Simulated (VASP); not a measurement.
# TiO2 (I4_1/amd) in VASP: notebook

TiO2 is run at these levels: r2SCAN; tasks: single point, relaxation of shape and atoms at fixed volume.

All numbers are computed with VASP 6.6.1; they aren't measurements. Logs are shortened: lines on timing, memory, paths and dates and some standing lists are left out, and cuts for length are marked.

### 1 The cell of the first run

It takes space group I4_1/amd (No. 141, tetragonal). The conventional cell has a = 3.755 Å, b = 3.755 Å, c = 9.310 Å, α = 90.00°, β = 90.00°, γ = 90.00°. Within 2.5 Å of Ti (site symmetry -4m2) lie 6 O at 1.91 to 1.96 Å. O (site symmetry 2mm) has 3 Ti at 1.91 to 1.96 Å and 2 O at 2.47 Å within 2.5 Å.

### 2 Single point, r2SCAN (10.94 Å³/atom)

POSCAR reads:

```
TiO2
1.0
   -1.8776989028      1.8776989028      4.6551965254
    1.8776989028     -1.8776989028      4.6551965254
    1.8776989028      1.8776989028     -4.6551965254
Ti O
2 4
Direct
    0.0000000000      0.0000000000      0.0000000000
    0.7500000000      0.2500000000      0.5000000000
    0.2108872545      0.2108872545      0.0000000000
    0.9608872545      0.4608872545      0.5000000000
    0.5391127455      0.0391127455      0.5000000000
    0.7891127455      0.7891127455      0.0000000000
```

INCAR.step1 reads:

```
PREC = Accurate ; ENCUT = 520
ISMEAR = 0 ; SIGMA = 0.05
LREAL = F ; LASPH = T
NELM = 100 ; NBANDS = 33
GGA = PE ; ALGO = Normal
EDIFF = 1E-4 ; LWAVE = T
LCHARG = F
```

INCAR.step2 reads:

```
PREC = Accurate ; ENCUT = 520
EDIFF = 1E-6 ; ISMEAR = 0
SIGMA = 0.05 ; LREAL = F
LASPH = T ; NELM = 100
ALGO = Normal ; ISIF = 2
LWAVE = F ; LCHARG = F
METAGGA = R2SCAN ; LMIXTAU = T
NBANDS = 33 ; ISTART = 1
```

KPOINTS reads:

```
regular mesh
0
Gamma
  8 8 8
```

Potentials or basis: VASP PAW PBE potentials, release 64 (Ti_sv, O).

Started as:

```bash
cat potpaw_PBE.64/Ti_sv/POTCAR potpaw_PBE.64/O/POTCAR > POTCAR
cp INCAR.step1 INCAR
mpirun -np 1 vasp_std > vasp.out
cp INCAR.step2 INCAR
mpirun -np 1 vasp_std > vasp.out
```

OUTCAR:

```text
PREC = Accurate
   ENCUT = 520
   EDIFF = 1E-6
   ISMEAR = 0
   LREAL = F
   LASPH = T
   NELM = 100
   ISIF = 2
   METAGGA = R2SCAN
   ISTART = 1

 ion  position               nearest neighbor table
   1  0.000  0.000  0.000-   4 1.91   5 1.91   5 1.91   4 1.91   3 1.96   6 1.96
   2  0.750  0.250  0.500-   3 1.91   6 1.91   6 1.91   3 1.91   4 1.96   5 1.96
   3  0.211  0.211  0.000-   2 1.91   2 1.91   1 1.96
   4  0.961  0.461  0.500-   1 1.91   1 1.91   2 1.96
   5  0.539  0.039  0.500-   1 1.91   1 1.91   2 1.96
   6  0.789  0.789  0.000-   2 1.91   2 1.91   1 1.96

  LATTYP: Found a body centered tetragonal cell.
 ALAT       =     3.7553978056
 C/A-ratio  =     2.4792028788

  Lattice vectors:

 A1 = (  -1.8776989028,   1.8776989028,   4.6551965254)
 A2 = (   1.8776989028,  -1.8776989028,   4.6551965254)
 A3 = (   1.8776989028,   1.8776989028,  -4.6551965254)

Analysis of symmetry for initial positions (statically):
=====================================================================
 Subroutine PRICEL returns:
 Original cell was already a primitive cell.

 Routine SETGRP: Setting up the symmetry group for a
 body centered tetragonal supercell.

 Subroutine GETGRP returns: Found 16 space group operations
 (whereof  8 operations were pure point group operations)
 out of a pool of 16 trial point group operations.

The static configuration has the point symmetry D_2d.
 The point group associated with its full space group is D_4h.

Analysis of symmetry for dynamics (positions and initial velocities):
=====================================================================
 Subroutine PRICEL returns:
 Original cell was already a primitive cell.

 Routine SETGRP: Setting up the symmetry group for a
 body centered tetragonal supercell.

 Subroutine GETGRP returns: Found 16 space group operations
 (whereof  8 operations were pure point group operations)
 out of a pool of 16 trial point group operations.

The dynamic configuration has the point symmetry D_2d.
 The point group associated with its full space group is D_4h.

 Subroutine INISYM returns: Found 16 space group operations
 (whereof  8 operations are pure point group operations),
 and found     1 'primitive' translations

----------------------------------------------------------------------------------------

                                     Primitive cell

  volume of cell :      65.6523

  direct lattice vectors                    reciprocal lattice vectors
    -1.877698903  1.877698903  4.655196525     0.000000000  0.266283374  0.107406851
     1.877698903 -1.877698903  4.655196525     0.266283374  0.000000000  0.107406851
     1.877698903  1.877698903 -4.655196525     0.266283374  0.266283374  0.000000000

  length of vectors
     5.359324680  5.359324680  5.359324680     0.287129008  0.287129008  0.376581560

  position of ions in fractional coordinates (direct lattice)
     0.000000000  0.000000000  0.000000000
     0.750000000  0.250000000  0.500000000
     0.210887255  0.210887255  0.000000000
     0.960887255  0.460887255  0.500000000
     0.539112745  0.039112745  0.500000000
     0.789112745  0.789112745  0.000000000

  ion indices of the primitive-cell ions
   primitive index   ion index
                 1           1
                 2           2
                 3           3
                 4           4
                 5           5
                 6           6

----------------------------------------------------------------------------------------

 KPOINTS: regular mesh

Automatic generation of k-mesh.
 Grid dimensions read from file:
 generate k-points for:    8    8    8

 Generating k-lattice:

  Cartesian coordinates                     Fractional coordinates (reciprocal lattice)
     0.000000000  0.033285422  0.013425856     0.125000000  0.000000000  0.000000000
     0.033285422  0.000000000  0.013425856     0.000000000  0.125000000  0.000000000
     0.033285422  0.033285422  0.000000000     0.000000000  0.000000000  0.125000000

  Length of vectors
     0.035891126  0.035891126  0.047072695

  Shift w.r.t. Gamma in fractional coordinates (k-lattice)
     0.000000000  0.000000000  0.000000000

 Subroutine IBZKPT returns following result:
 ===========================================

 Found     59 irreducible k-points:

 Following reciprocal coordinates:
            Coordinates               Weight
  0.000000  0.000000  0.000000      1.000000
  0.125000  0.000000  0.000000      8.000000
  0.250000  0.000000  0.000000      8.000000
  0.375000  0.000000 -0.000000      8.000000
  0.500000  0.000000  0.000000      4.000000
  0.125000  0.125000  0.000000      8.000000
[... 16 lines left out ...]
  0.250000  0.125000  0.125000     16.000000
  0.375000  0.125000  0.125000      8.000000
 [... further k-points ...]
   k-points           NKPTS =     59   k-points in BZ     NKDIM =     59   number of bands    NBANDS=     33
   number of dos      NEDOS =    301   number of ions     NIONS =      6
   total plane-waves  NPLWV =  64000
   dimension x,y,z NGX =    40 NGY =   40 NGZ =   40
   dimension x,y,z NGXF=    80 NGYF=   80 NGZF=   80
   ions per type =               2   4
   NGX,Y,Z   is equivalent  to a cutoff of  12.41, 12.41, 12.41 a.u.
   NGXF,Y,Z  is equivalent  to a cutoff of  24.82, 24.82, 24.82 a.u.
 SYSTEM =  unknown system
   PREC   = accura    normal or accurate (medium, high low for compatibility)
   ISTART =      1    job   : 0-new  1-cont  2-samecut
   ICHARG =      0    charge: 1-file 2-atom 10-const
   ISPIN  =      1    spin polarized calculation?
   LNONCOLLINEAR =      F non collinear calculations
   LSORBIT =      F    spin-orbit coupling
   LASPH  =      T    aspherical Exc in radial PAW
   ENCUT  =  520.0 eV  38.22 Ry    6.18 a.u.   9.96  9.96  9.96*2*pi/ulx,y,z
   NELM   =    100;   NELMIN=  2; NELMDL=  0     # of ELM steps
   EDIFF  = 0.1E-05   stopping-criterion for ELM
   LREAL  =      F    real-space projection
   EDIFFG = 0.1E-04   stopping-criterion for IOM
   NSW    =      0    number of steps for IOM
   IBRION =     -1    ionic relax: 0-MD 1-quasi-New 2-CG
   NFREE  =      0    steps in history (QN), initial steepest desc. (CG)
   ISIF   =      2    stress and relaxation
   ISYM   =      2    0-nonsym 1-usesym 2-fastsym
   POTIM  = 0.5000    time-step for ionic-motion
   TEBEG  =    0.0;   TEEND  =   0.0 temperature during run
   PSTRESS=    0.0 pullay stress
   NELECT =      48.0000    total number of electrons
   NUPDOWN=      -1.0000    fix difference up-down
   EMIN   =  10.00;   EMAX   =-10.00  energy-range for DOS
   EFERMI =   0.00;   METHOD = LEGACY
   ISMEAR =     0;   SIGMA  =   0.05  broadening in eV -4-tet -1-fermi 0-gaus
   EFERMI_NEDOS =   21; number of points for ismear=-14 and -15
   IALGO  =     38    algorithm
   IMIX   =      4    mixing-type and parameters
     AMIX     =   0.40;   BMIX     =  1.00
     AMIX_MAG =   1.60;   BMIX_MAG =  1.00
  volume/ion in A,a.u.               =      10.94        73.84
  Fermi-wavevector in a.u.,A,eV,Ry     =   1.474819  2.787003 29.593895  2.175090
  Thomas-Fermi vector in A             =   2.589543
   LORBIT       =      0    0 simple, 1 ext, 2 COOP (PROOUT), +10 PAW based schemes
   METAGGA = R2SCAN    functional components
   LHFCALC =     F    Hartree Fock is set to
   AEXX    =    0.0000 exact exchange contribution
   IVDW    =     0    specifies the selected vdW correction
   LEPSILON=     F    determine dielectric tensor
   LRPA    =     F    only Hartree local field effects (RPA)
 non-spin polarized calculation
 Gauss-broadening in eV      SIGMA  =   0.05
  energy-cutoff  :      520.00
  volume of cell :       65.65
 maximum number of plane-waves:      1782
   NGX = 19   NGY = 19   NGZ = 19

 number of electron      47.9999992 magnetization

 Free energy of the ion-electron system (eV)
  ---------------------------------------------------
  ext. energy  EPLUGINS =         0.00000000
  ---------------------------------------------------
  free energy    TOTEN  =       -69.76812417 eV

  energy without entropy =      -69.76812417  energy(sigma->0) =      -69.76812417

 E-fermi :   3.6644     XC(G=0): -11.6873

 val. band max:        3.4134489875   @ k =   0.5000   0.5000   0.0000
 cond. band min:       5.9521829860   @ k =   0.0000   0.0000   0.0000
 fundamental gap:      2.5387339985
 Fermi energy:         3.6644012644

 k-point     1 :       0.0000    0.0000    0.0000
  band No.  band energies     occupation
      1     -55.0711      2.00000
      2     -54.9957      2.00000
      3     -30.5468      2.00000
      4     -30.2665      2.00000
      5     -30.2665      2.00000
      6     -30.1801      2.00000
[... 25 lines left out ...]
     32       9.2420      0.00000
     33       9.3884      0.00000

 k-point     2 :       0.1250    0.0000    0.0000
  band No.  band energies     occupation
      1     -55.0686      2.00000
      2     -54.9975      2.00000
      3     -30.5427      2.00000
      4     -30.2921      2.00000
      5     -30.2682      2.00000
      6     -30.1900      2.00000
[... 25 lines left out ...]
     32       9.4084      0.00000
     33       9.7557      0.00000

 k-point     3 :       0.2500    0.0000    0.0000
  band No.  band energies     occupation
      1     -55.0619      2.00000
      2     -55.0022      2.00000
      3     -30.5337      2.00000
      4     -30.3502      2.00000
      5     -30.2720      2.00000
      6     -30.2097      2.00000
[... 25 lines left out ...]
     32       9.7654      0.00000
     33      10.3399      0.00000

 k-point     4 :       0.3750    0.0000   -0.0000
  band No.  band energies     occupation
      1     -55.0537      2.00000
      2     -55.0085      2.00000
      3     -30.5254      2.00000
      4     -30.4073      2.00000
      5     -30.2753      2.00000
      6     -30.2214      2.00000
[... 673 lines left out ...]
     32      10.7258      0.00000
     33      11.0366      0.00000

 k-point    23 :       0.2500    0.1250    0.1250
  band No.  band energies     occupation
      1     -55.0471      2.00000
      2     -55.0123      2.00000
      3     -30.5274      2.00000
      4     -30.4339      2.00000
      5     -30.3205      2.00000
      6     -30.2668      2.00000
[... 25 lines left out ...]
     32      10.7873      0.00000
     33      11.2928      0.00000

 k-point    24 :       0.3750    0.1250    0.1250
  band No.  band energies     occupation
      1     -55.0426      2.00000
      2     -55.0159      2.00000
      3     -30.5226      2.00000
      4     -30.4569      2.00000
      5     -30.3228      2.00000
      6     -30.2744      2.00000
[... 25 lines left out ...]
     32      10.7615      0.00000
     33      11.4177      0.00000

 [... further k-points ...]

------------------------ aborting loop because EDIFF is reached ----------------------------------------

  FORCE on cell =-STRESS in cart. coord.  units (eV):
  Direction    XX          YY          ZZ          XY          YZ          ZX
  --------------------------------------------------------------------------------------
  -------------------------------------------------------------------------------------
  Total        3.9043980      3.9043980      3.8574448      0.0000000     -0.0000000      0.0000000
  in kB       95.2828526     95.2828526     94.1370082      0.0000000     -0.0000000      0.0000000
  external PRESSURE =      94.9009044 kB  Pullay stress =       0.0000000 kB

 VOLUME and BASIS-vectors are now :
 -----------------------------------------------------------------------------
  energy-cutoff  :      520.00
  volume of cell :       65.65
      direct lattice vectors                 reciprocal lattice vectors
    -1.877698903  1.877698903  4.655196525     0.000000000  0.266283374  0.107406851
     1.877698903 -1.877698903  4.655196525     0.266283374  0.000000000  0.107406851
     1.877698903  1.877698903 -4.655196525     0.266283374  0.266283374  0.000000000

 POSITION                                       TOTAL-FORCE (eV/Angst)
 -----------------------------------------------------------------------------------
      0.00000      0.00000      0.00000         0.000000      0.000000     -0.000000
     -0.00000      1.87770      2.32760         0.000000      0.000000     -0.000000
      0.00000      0.00000      1.96344        -0.000000      0.000000      0.038503
      0.00000      1.87770      4.29104         0.000000     -0.000000      0.038503
     -0.00000      1.87770      0.36416         0.000000     -0.000000     -0.038503
      0.00000      0.00000      7.34695        -0.000000      0.000000     -0.038503
 -----------------------------------------------------------------------------------
    total drift:                                0.000000      0.000000     -0.000000

  FREE ENERGIE OF THE ION-ELECTRON SYSTEM (eV)
  ---------------------------------------------------
  free  energy   TOTEN  =       -69.7681241696 eV

  energy  without entropy=      -69.7681241696  energy(sigma->0) =      -69.76812417
```

It took 9 min on 1 thread of AMD EPYC 9R45 (Zen 5), shared host; peak memory 0.28 GiB.

Results:

- Free energy: -69.7681 eV
- Pressure: 9.5 GPa
- Largest force: 0.039 eV/Å
- Band gap on the k mesh: 2.54 eV (least direct gap 2.94 eV)

Forces in eV/Å, atoms in the order of the input:
```
Ti   0.000  0.000  0.000
Ti   0.000  0.000  0.000
O    0.000  0.000  0.039
O    0.000  0.000  0.039
O    0.000  0.000 -0.039
O    0.000  0.000 -0.039
```

Caveat: the cell stands under pressure; the PAW data sets were made with another functional, which shifts forces and pressure a little. r2SCAN opens gaps a little over a GGA but as a rule still falls short of measured ones.

### 3 Single point, r2SCAN (11.17 Å³/atom)

This run uses another cell than the first one, of 11.17 Å³/atom.

POSCAR reads:

```
TiO2
1.0
   -1.8828709975      1.8828709975      4.7261079351
    1.8828709975     -1.8828709975      4.7261079351
    1.8828709975      1.8828709975     -4.7261079351
Ti O
2 4
Direct
    0.0000000000      0.0000000000      0.0000000000
    0.7500000000      0.2500000000      0.5000000000
    0.2089573237      0.2089573237      0.0000000000
    0.9589573237      0.4589573237      0.5000000000
    0.5410426763      0.0410426763      0.5000000000
    0.7910426763      0.7910426763      0.0000000000
```

INCAR.step1 reads:

```
SYSTEM = TiO2
ALGO = Normal
EDIFF = 1E-4
ENCUT = 520
GGA = PE
ISMEAR = 0
LASPH = .True.
LCHARG = .False.
LREAL = .False.
LWAVE = .True.
NBANDS = 33
NELM = 100
PREC = Accurate
SIGMA = 0.05
```

INCAR.step2 reads:

```
SYSTEM = TiO2
ALGO = Normal
EDIFF = 1E-6
ENCUT = 520
ISIF = 2
ISMEAR = 0
ISTART = 1
LASPH = .True.
LCHARG = .False.
LMIXTAU = .True.
LREAL = .False.
LWAVE = .False.
METAGGA = R2SCAN
NBANDS = 33
NELM = 100
PREC = Accurate
SIGMA = 0.05
```

KPOINTS reads:

```
k-points
0
Gamma
  8 8 8
  0 0 0
```

Potentials or basis: VASP PAW PBE potentials, release 64 (Ti_sv, O).

Started as:

```bash
cat potpaw_PBE.64/Ti_sv/POTCAR potpaw_PBE.64/O/POTCAR > POTCAR
cp INCAR.step1 INCAR
mpirun -np 1 vasp_std > vasp.out
cp INCAR.step2 INCAR
mpirun -np 1 vasp_std > vasp.out
```

Wall time 9.2 min (1 thread of AMD EPYC 9R45 (Zen 5), shared host); peak memory 0.29 GiB.

The run converged. Its results:

* Free energy: -69.8303 eV
* Pressure: 5.2 GPa
* Largest force: 0.029 eV/Å
* Band gap on the k mesh: 2.58 eV (least direct gap 2.92 eV)

Forces on the atoms (eV/Å):
```
Ti   0.000  0.000  0.000
Ti   0.000  0.000  0.000
O    0.000  0.000  0.029
O    0.000  0.000  0.029
O    0.000  0.000 -0.029
O    0.000  0.000 -0.029
```

Stress tensor (GPa, compression positive):
```
5.29 0.00 0.00
0.00 5.29 0.00
0.00 0.00 5.13
```

Levels at points of the mesh, in eV from the valence-band top:
| k point | band 20 | band 21 | band 22 | band 23 | band 24 | band 25 | band 26 | band 27 | band 28 | band 29 |
| --- | --- | --- | --- | --- | --- | --- | --- | --- | --- | --- |
| (0.00, 0.00, 0.00) | -0.80 | -0.76 | -0.76 | -0.49 | -0.49 | 2.58 | 3.35 | 4.48 | 4.48 | 4.51 |
| (0.50, 0.00, 0.00) | -2.03 | -2.00 | -1.00 | -0.86 | -0.66 | 3.75 | 4.04 | 4.06 | 4.19 | 4.81 |
| (0.50, 0.50, 0.00) | -2.77 | -2.14 | -2.14 | 0.00 | 0.00 | 3.87 | 3.87 | 4.34 | 4.34 | 5.45 |
| (0.50, 0.50, 0.50) | -1.39 | -1.30 | -1.30 | -0.12 | -0.12 | 2.95 | 2.95 | 4.30 | 4.30 | 4.71 |

Caveat: the cell stands under pressure; the PAW data sets were made with another functional, which shifts forces and pressure a little.

### 4 Single point, r2SCAN

This run uses another cell than the first one, of 11.40 Å³/atom.

POSCAR reads:

```
TiO2
1.0
   -1.8891186004      1.8891186004      4.7907139885
    1.8891186004     -1.8891186004      4.7907139885
    1.8891186004      1.8891186004     -4.7907139885
Ti O
2 4
Direct
    0.0000000000      0.0000000000      0.0000000000
    0.7500000000      0.2500000000      0.5000000000
    0.2072929117      0.2072929117      0.0000000000
    0.9572929117      0.4572929117      0.5000000000
    0.5427070883      0.0427070883      0.5000000000
    0.7927070883      0.7927070883      0.0000000000
```

INCAR.step1 reads:

```
SYSTEM = TiO2
PREC = Accurate ; ENCUT = 520
ISMEAR = 0 ; SIGMA = 0.05
LREAL = .FALSE. ; LASPH = .TRUE.
NELM = 100 ; NBANDS = 33
GGA = PE ; ALGO = Normal
EDIFF = 1E-4 ; LWAVE = .TRUE.
LCHARG = .FALSE.
```

INCAR.step2 reads:

```
SYSTEM = TiO2
PREC = Accurate ; ENCUT = 520
EDIFF = 1E-6 ; ISMEAR = 0
SIGMA = 0.05 ; LREAL = .FALSE.
LASPH = .TRUE. ; NELM = 100
ALGO = Normal ; ISIF = 2
LWAVE = .FALSE. ; LCHARG = .FALSE.
METAGGA = R2SCAN ; LMIXTAU = .TRUE.
NBANDS = 33 ; ISTART = 1
```

KPOINTS reads:

```
regular mesh
0
G
  8 8 8
  0 0 0
```

Started as:

```bash
cat potpaw_PBE.64/Ti_sv/POTCAR potpaw_PBE.64/O/POTCAR > POTCAR
cp INCAR.step1 INCAR
mpirun -np 1 vasp_std > vasp.out
cp INCAR.step2 INCAR
mpirun -np 1 vasp_std > vasp.out
```

Run time: 11 min. Hardware: 1 thread of AMD EPYC 9R45 (Zen 5), shared host; peak memory 0.31 GiB.

Results (log left out):

```
Free energy            : -69.8581 eV
Pressure               : 1.2 GPa
Largest force          : 0.029 eV/Å
Band gap on the k mesh : 2.59 eV (least direct gap 2.89 eV)
```

Forces on the atoms (eV/Å):
```
Ti   0.000  0.000  0.000
Ti   0.000  0.000  0.000
O    0.000  0.000  0.029
O    0.000  0.000  0.029
O    0.000  0.000 -0.029
O    0.000  0.000 -0.029
```

Stress tensor (GPa, compression positive):
```
1.27 0.00 0.00
0.00 1.27 0.00
0.00 0.00 1.13
```

Levels at points of the mesh, in eV from the valence-band top:
```tsv
k point	band 21	band 22	band 23	band 24	band 25	band 26	band 27	band 28
(0.00, 0.00, 0.00)	-0.76	-0.76	-0.44	-0.44	2.59	3.31	4.50	4.50
(0.50, 0.00, 0.00)	-1.92	-0.93	-0.84	-0.65	3.71	3.99	4.04	4.09
(0.50, 0.50, 0.00)	-2.05	-2.05	-0.01	-0.01	3.77	3.77	4.24	4.24
(0.50, 0.50, 0.50)	-1.26	-1.26	-0.09	-0.09	2.94	2.94	4.26	4.26
```

Caveat: the PAW data sets were made with another functional, which shifts forces and pressure a little. r2SCAN opens gaps a little over a GGA but as a rule still falls short of measured ones.

[end of part 1 of 3]
